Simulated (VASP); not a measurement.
# BaTiO3 (P4/mmm) in VASP: further runs

Runs on BaTiO3. Level: PBE. Tasks: single point.

Program: VASP 6.6.1. These are calculated values, not measurements. Logs are shortened: lines on timing, memory, paths and dates and some standing lists are left out, and cuts for length are marked.

## Step 1: The cell of the first run

The structure is tetragonal, space group P4/mmm (No. 123). Conventional cell: a = 4.341 Å, b = 4.341 Å, c = 3.859 Å, α = 90.00°, β = 90.00°, γ = 90.00°. Within 3.9 Å of Ba (site symmetry 4/mmm) lie 12 O at 2.90 to 3.07 Å and 8 Ti at 3.63 Å and 2 Ba at 3.86 Å. Within 2.6 Å of Ti (site symmetry 4/mmm) lie 6 O at 1.93 to 2.17 Å. Within 2.6 Å of O (site symmetry 4/mmm) lie 2 Ti at 1.93 Å. Within 3.1 Å of O (site symmetry mmm) lie 2 Ti at 2.17 Å and 4 Ba at 2.90 Å and 8 O at 2.90 to 3.07 Å.

## Step 2: Single point, PBE (strain +0.080 along x and y, -0.040 along z)

Contents of INCAR:

```
  PREC = Accurate
  ENCUT = 520
  EDIFF = 1E-7
  ISMEAR = 0
  SIGMA = 0.05
  LREAL = False
  LASPH = True
  NELM = 100
  ALGO = Normal
  ISIF = 2
  LWAVE = False
  LCHARG = False
  GGA = PE
  NBANDS = 28
```

Contents of KPOINTS:

```
Automatic mesh
0
Gamma
  8 8 8
```

Contents of POSCAR:

```
BaTiO3
1.0
    4.3407704104      0.0000000000      0.0000000000
    0.0000000000      4.3407704104      0.0000000000
    0.0000000000      0.0000000000      3.8585100676
Ba Ti O
1 1 3
Direct
    0.0000000000      0.0000000000      0.0000000000
    0.5000000000      0.5000000000      0.5000000000
    0.5000000000      0.5000000000      0.0000000000
    0.5000000000      0.0000000000      0.5000000000
    0.0000000000      0.5000000000      0.5000000000
```

Potentials or basis: VASP PAW PBE potentials, release 64 (Ba_sv, Ti_sv, O).

On the command line:

```
> cat potpaw_PBE.64/Ba_sv/POTCAR potpaw_PBE.64/Ti_sv/POTCAR potpaw_PBE.64/O/POTCAR > POTCAR
> mpirun -np 1 vasp_std > vasp.out
```

OUTCAR:

```text
PREC = Accurate
   ENCUT = 520
   EDIFF = 1E-7
   ISMEAR = 0
   LREAL = False
   LASPH = True
   NELM = 100
   ISIF = 2
   GGA = PE

 ion  position               nearest neighbor table
   1  0.000  0.000  0.000-   4 2.90   5 2.90   4 2.90   5 2.90   5 2.90   5 2.90   4 2.90   4 2.90
                             3 3.07   3 3.07   3 3.07   3 3.07   2 3.63   2 3.63   2 3.63   2 3.63
   2  0.500  0.500  0.500-   3 1.93   3 1.93   5 2.17   4 2.17   4 2.17   5 2.17   1 3.63   1 3.63
                             1 3.63   1 3.63   1 3.63   1 3.63   1 3.63   1 3.63
   3  0.500  0.500  0.000-   2 1.93   2 1.93   1 3.07   1 3.07   1 3.07   1 3.07
   4  0.500  0.000  0.500-   2 2.17   2 2.17   1 2.90   1 2.90   1 2.90   1 2.90
   5  0.000  0.500  0.500-   2 2.17   2 2.17   1 2.90   1 2.90   1 2.90   1 2.90

  LATTYP: Found a simple tetragonal cell.
 ALAT       =     4.3407704104
 C/A-ratio  =     0.8888998272

  Lattice vectors:

 A1 = (   4.3407704104,   0.0000000000,   0.0000000000)
 A2 = (   0.0000000000,   4.3407704104,   0.0000000000)
 A3 = (   0.0000000000,   0.0000000000,   3.8585100676)

Analysis of symmetry for initial positions (statically):
=====================================================================
 Subroutine PRICEL returns:
 Original cell was already a primitive cell.

 Routine SETGRP: Setting up the symmetry group for a
 simple tetragonal supercell.

 Subroutine GETGRP returns: Found 16 space group operations
 (whereof 16 operations were pure point group operations)
 out of a pool of 16 trial point group operations.

The static configuration has the point symmetry D_4h.

Analysis of symmetry for dynamics (positions and initial velocities):
=====================================================================
 Subroutine PRICEL returns:
 Original cell was already a primitive cell.

 Routine SETGRP: Setting up the symmetry group for a
 simple tetragonal supercell.

 Subroutine GETGRP returns: Found 16 space group operations
 (whereof 16 operations were pure point group operations)
 out of a pool of 16 trial point group operations.

The dynamic configuration has the point symmetry D_4h.

 Subroutine INISYM returns: Found 16 space group operations
 (whereof 16 operations are pure point group operations),
 and found     1 'primitive' translations

----------------------------------------------------------------------------------------

                                     Primitive cell

  volume of cell :      72.7032

  direct lattice vectors                    reciprocal lattice vectors
     4.340770410  0.000000000  0.000000000     0.230373852  0.000000000  0.000000000
     0.000000000  4.340770410  0.000000000     0.000000000  0.230373852  0.000000000
     0.000000000  0.000000000  3.858510068     0.000000000  0.000000000  0.259167394

  length of vectors
     4.340770410  4.340770410  3.858510068     0.230373852  0.230373852  0.259167394

  position of ions in fractional coordinates (direct lattice)
     0.000000000  0.000000000  0.000000000
     0.500000000  0.500000000  0.500000000
     0.500000000  0.500000000  0.000000000
     0.500000000  0.000000000  0.500000000
     0.000000000  0.500000000  0.500000000

  ion indices of the primitive-cell ions
   primitive index   ion index
                 1           1
                 2           2
                 3           3
                 4           4
                 5           5

----------------------------------------------------------------------------------------

 KPOINTS: Automatic mesh

Automatic generation of k-mesh.
 Grid dimensions read from file:
 generate k-points for:    8    8    8

 Generating k-lattice:

  Cartesian coordinates                     Fractional coordinates (reciprocal lattice)
     0.028796731  0.000000000  0.000000000     0.125000000  0.000000000  0.000000000
     0.000000000  0.028796731  0.000000000     0.000000000  0.125000000  0.000000000
     0.000000000  0.000000000  0.032395924     0.000000000  0.000000000  0.125000000

  Length of vectors
     0.028796731  0.028796731  0.032395924

  Shift w.r.t. Gamma in fractional coordinates (k-lattice)
     0.000000000  0.000000000  0.000000000

 Subroutine IBZKPT returns following result:
 ===========================================

 Found     75 irreducible k-points:

 Following reciprocal coordinates:
            Coordinates               Weight
  0.000000  0.000000  0.000000      1.000000
  0.125000  0.000000  0.000000      4.000000
  0.250000  0.000000  0.000000      4.000000
  0.375000  0.000000  0.000000      4.000000
  0.500000  0.000000  0.000000      2.000000
  0.125000  0.125000  0.000000      4.000000
[... 16 lines left out ...]
  0.375000  0.125000  0.125000     16.000000
  0.500000  0.125000  0.125000      8.000000
 [... further k-points ...]
   k-points           NKPTS =     75   k-points in BZ     NKDIM =     75   number of bands    NBANDS=     28
   number of dos      NEDOS =    301   number of ions     NIONS =      5
   total plane-waves  NPLWV =  30720
   dimension x,y,z NGX =    32 NGY =   32 NGZ =   30
   dimension x,y,z NGXF=    64 NGYF=   64 NGZF=   60
   ions per type =               1   1   3
   NGX,Y,Z   is equivalent  to a cutoff of  12.26, 12.26, 12.93 a.u.
   NGXF,Y,Z  is equivalent  to a cutoff of  24.51, 24.51, 25.85 a.u.
 SYSTEM =  unknown system
   PREC   = accura    normal or accurate (medium, high low for compatibility)
   ISTART =      0    job   : 0-new  1-cont  2-samecut
   ICHARG =      2    charge: 1-file 2-atom 10-const
   ISPIN  =      1    spin polarized calculation?
   LNONCOLLINEAR =      F non collinear calculations
   LSORBIT =      F    spin-orbit coupling
   LASPH  =      T    aspherical Exc in radial PAW
   ENCUT  =  520.0 eV  38.22 Ry    6.18 a.u.   8.07  8.07  7.17*2*pi/ulx,y,z
   NELM   =    100;   NELMIN=  2; NELMDL= -5     # of ELM steps
   EDIFF  = 0.1E-06   stopping-criterion for ELM
   LREAL  =      F    real-space projection
   EDIFFG = 0.1E-05   stopping-criterion for IOM
   NSW    =      0    number of steps for IOM
   IBRION =     -1    ionic relax: 0-MD 1-quasi-New 2-CG
   NFREE  =      0    steps in history (QN), initial steepest desc. (CG)
   ISIF   =      2    stress and relaxation
   ISYM   =      2    0-nonsym 1-usesym 2-fastsym
   POTIM  = 0.5000    time-step for ionic-motion
   TEBEG  =    0.0;   TEEND  =   0.0 temperature during run
   PSTRESS=    0.0 pullay stress
   NELECT =      40.0000    total number of electrons
   NUPDOWN=      -1.0000    fix difference up-down
   EMIN   =  10.00;   EMAX   =-10.00  energy-range for DOS
   EFERMI =   0.00;   METHOD = LEGACY
   ISMEAR =     0;   SIGMA  =   0.05  broadening in eV -4-tet -1-fermi 0-gaus
   EFERMI_NEDOS =   21; number of points for ismear=-14 and -15
   IALGO  =     38    algorithm
   IMIX   =      4    mixing-type and parameters
     AMIX     =   0.40;   BMIX     =  1.00
     AMIX_MAG =   1.60;   BMIX_MAG =  1.00
  volume/ion in A,a.u.               =      14.54        98.13
  Fermi-wavevector in a.u.,A,eV,Ry     =   1.341458  2.534988 24.483813  1.799509
  Thomas-Fermi vector in A             =   2.469690
   LORBIT       =      0    0 simple, 1 ext, 2 COOP (PROOUT), +10 PAW based schemes
   GGA     = PE    functional components
   LHFCALC =     F    Hartree Fock is set to
   AEXX    =    0.0000 exact exchange contribution
   IVDW    =     0    specifies the selected vdW correction
   LEPSILON=     F    determine dielectric tensor
   LRPA    =     F    only Hartree local field effects (RPA)
 non-spin polarized calculation
 Gauss-broadening in eV      SIGMA  =   0.05
  energy-cutoff  :      520.00
  volume of cell :       72.70
 maximum number of plane-waves:      1992
   NGX = 17   NGY = 17   NGZ = 15

 number of electron      40.0000004 magnetization

 Free energy of the ion-electron system (eV)
  ---------------------------------------------------
  ext. energy  EPLUGINS =         0.00000000
  ---------------------------------------------------
  free energy    TOTEN  =       -39.41412332 eV

  energy without entropy =      -39.41412332  energy(sigma->0) =      -39.41412332

 E-fermi :   3.2938     XC(G=0): -10.6041

 val. band max:        2.9877014804   @ k =   0.5000   0.5000   0.5000
 cond. band min:       4.3083009993   @ k =   0.0000   0.0000   0.0000
 fundamental gap:      1.3205995189
 Fermi energy:         3.2937586037

 k-point     1 :       0.0000    0.0000    0.0000
  band No.  band energies     occupation
      1     -54.1765      2.00000
      2     -30.3573      2.00000
      3     -30.3430      2.00000
      4     -30.3430      2.00000
      5     -22.2563      2.00000
      6     -14.0764      2.00000
[... 20 lines left out ...]
     27       8.3941      0.00000
     28       9.1834      0.00000

 k-point     2 :       0.1250    0.0000    0.0000
  band No.  band energies     occupation
      1     -54.1764      2.00000
      2     -30.3573      2.00000
      3     -30.3454      2.00000
      4     -30.3429      2.00000
      5     -22.2499      2.00000
      6     -14.0847      2.00000
[... 20 lines left out ...]
     27       8.6046      0.00000
     28       9.4705      0.00000

 k-point     3 :       0.2500    0.0000    0.0000
  band No.  band energies     occupation
      1     -54.1764      2.00000
      2     -30.3571      2.00000
      3     -30.3510      2.00000
      4     -30.3427      2.00000
      5     -22.2344      2.00000
      6     -14.1081      2.00000
[... 20 lines left out ...]
     27       9.0969      0.00000
     28      10.3382      0.00000

 k-point     4 :       0.3750    0.0000    0.0000
  band No.  band energies     occupation
      1     -54.1763      2.00000
      2     -30.3569      2.00000
      3     -30.3567      2.00000
      4     -30.3425      2.00000
      5     -22.2187      2.00000
      6     -14.1367      2.00000
[... 578 lines left out ...]
     27       9.5192      0.00000
     28      10.2931      0.00000

 k-point    23 :       0.3750    0.1250    0.1250
  band No.  band energies     occupation
      1     -54.1760      2.00000
      2     -30.3680      2.00000
      3     -30.3561      2.00000
      4     -30.3444      2.00000
      5     -22.2001      2.00000
      6     -14.0147      2.00000
[... 20 lines left out ...]
     27       9.9981      0.00000
     28      10.7025      0.00000

 k-point    24 :       0.5000    0.1250    0.1250
  band No.  band energies     occupation
      1     -54.1760      2.00000
      2     -30.3679      2.00000
      3     -30.3584      2.00000
      4     -30.3443      2.00000
      5     -22.1942      2.00000
      6     -14.0226      2.00000
[... 20 lines left out ...]
     27      10.2046      0.00000
     28      10.7717      0.00000

 [... further k-points ...]

------------------------ aborting loop because EDIFF is reached ----------------------------------------

  FORCE on cell =-STRESS in cart. coord.  units (eV):
  Direction    XX          YY          ZZ          XY          YZ          ZX
  --------------------------------------------------------------------------------------
  -------------------------------------------------------------------------------------
  Total       -7.3148568     -7.3148568      0.0364131      0.0000000      0.0000000      0.0000000
  in kB     -161.1992963   -161.1992963      0.8024447      0.0000000      0.0000000      0.0000000
  external PRESSURE =    -107.1987160 kB  Pullay stress =       0.0000000 kB

 VOLUME and BASIS-vectors are now :
 -----------------------------------------------------------------------------
  energy-cutoff  :      520.00
  volume of cell :       72.70
      direct lattice vectors                 reciprocal lattice vectors
     4.340770410  0.000000000  0.000000000     0.230373852  0.000000000  0.000000000
     0.000000000  4.340770410  0.000000000     0.000000000  0.230373852  0.000000000
     0.000000000  0.000000000  3.858510068     0.000000000  0.000000000  0.259167394

 POSITION                                       TOTAL-FORCE (eV/Angst)
 -----------------------------------------------------------------------------------
      0.00000      0.00000      0.00000         0.000000      0.000000      0.000000
      2.17039      2.17039      1.92926         0.000000      0.000000      0.000000
      2.17039      2.17039      0.00000         0.000000      0.000000      0.000000
      2.17039      0.00000      1.92926         0.000000      0.000000      0.000000
      0.00000      2.17039      1.92926         0.000000      0.000000      0.000000
 -----------------------------------------------------------------------------------
    total drift:                                0.000000     -0.000000     -0.000000

  FREE ENERGIE OF THE ION-ELECTRON SYSTEM (eV)
  ---------------------------------------------------
  free  energy   TOTEN  =       -39.4141233228 eV

  energy  without entropy=      -39.4141233228  energy(sigma->0) =      -39.41412332
```

Wall time 58 s (1 thread of Intel Xeon 6975P-C (Granite Rapids), shared host); peak memory 0.28 GiB.

What came out:

- Free energy: -39.4141 eV
- Pressure: -10.7 GPa
- Band gap on the k mesh: 1.32 eV (least direct gap 1.54 eV)

Stress tensor (GPa, compression positive):
```
-16.12   0.00   0.00
  0.00 -16.12   0.00
  0.00   0.00   0.08
```

Levels at points of the mesh, in eV from the valence-band top:
```
           k point  band 18  band 19  band 20  band 21  band 22  band 23
(0.00, 0.00, 0.00)    -0.31    -0.31    -0.22     1.32     1.50     1.50
(0.50, 0.00, 0.00)    -1.29    -0.73    -0.69     1.58     2.56     2.61
(0.50, 0.50, 0.00)    -1.58    -1.58    -0.33     2.61     2.61     2.86
(0.00, 0.00, 0.50)    -1.63    -0.79    -0.79     1.51     2.75     3.47
(0.50, 0.00, 0.50)    -0.74    -0.72    -0.22     2.57     3.42     3.47
(0.50, 0.50, 0.50)    -0.18     0.00     0.00     3.08     3.70     3.70
```

Caveat: the cell differs from its parent crystal (strain +0.080 along x and y, -0.040 along z); the cell stands under tension; spin-orbit coupling is left out, which moves the levels of the heavy elements.

(Continued in part 2 of 2.)
